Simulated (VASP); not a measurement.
Set up this calculation in VASP 6.6.1, as the native input.

```
Task                   : single point
Functional             : PBE
Potentials or basis    : VASP PAW PBE potentials, release 64 (C)
Cutoff                 : 520 eV
k mesh                 : 8 × 8 × 8
Occupations            : gaussian, width 0.1 eV
Spin                   : collinear spin, ferromagnetic start
Starting moments       : [1.0, 1.0, 1.0, 1.0, 1.0, 1.0, 1.0, 1.0] μB
Dipole correction      : no
Further INCAR settings : ALGO = Normal; EDIFF = 1e-07; NBANDS = 30
```

The structure of C lies in POSCAR:

```
C
1.0
   -1.6583537900      1.6583537900      3.0681311100
    1.6583537900     -1.6583537900      3.0681311100
    1.6583537900      1.6583537900     -3.0681311100
C
8
Direct
    0.8750000000      0.9100961200      0.5350961200
    0.3750000000      0.3399038800      0.4649038800
    0.6600961200      0.6250000000      0.5350961200
    0.0899038800      0.1250000000      0.4649038800
    0.8750000000      0.3399038800      0.9649038800
    0.3750000000      0.9100961200      0.0350961200
    0.0899038800      0.6250000000      0.9649038800
    0.6600961200      0.1250000000      0.0350961200
```

One way to write it, as run:

INCAR

```
  ALGO = Normal
  EDIFF = 1E-7
  ENCUT = 520
  GGA = PE
  ISIF = 2
  ISMEAR = 0
  ISPIN = 2
  LASPH = T
  LCHARG = F
  LORBIT = 11
  LREAL = F
  LWAVE = F
  MAGMOM = 1 1 1 1 1 1 1 1
  NBANDS = 30
  NELM = 150
  PREC = Accurate
  SIGMA = 0.1
```

KPOINTS

```
k-points
0
Gamma
  8 8 8
```

Potentials or basis: VASP PAW PBE potentials, release 64 (C).

The run is started by

```sh
$ cat potpaw_PBE.64/C/POTCAR > POTCAR
$ mpirun -np 1 vasp_std > vasp.out
```

It gave:

The pressure is 193.4 GPa, the largest force is 0.705 eV/Å and the band gap on the k mesh is zero (filled and empty bands overlap). The net moment is 0.00 μB per cell and the valence electrons inside the program's atomic spheres are C 2.68.

Wall time 2.6 min on 1 thread of Intel Xeon 6975P-C, with other jobs on the host, peak memory 0.23 GiB.
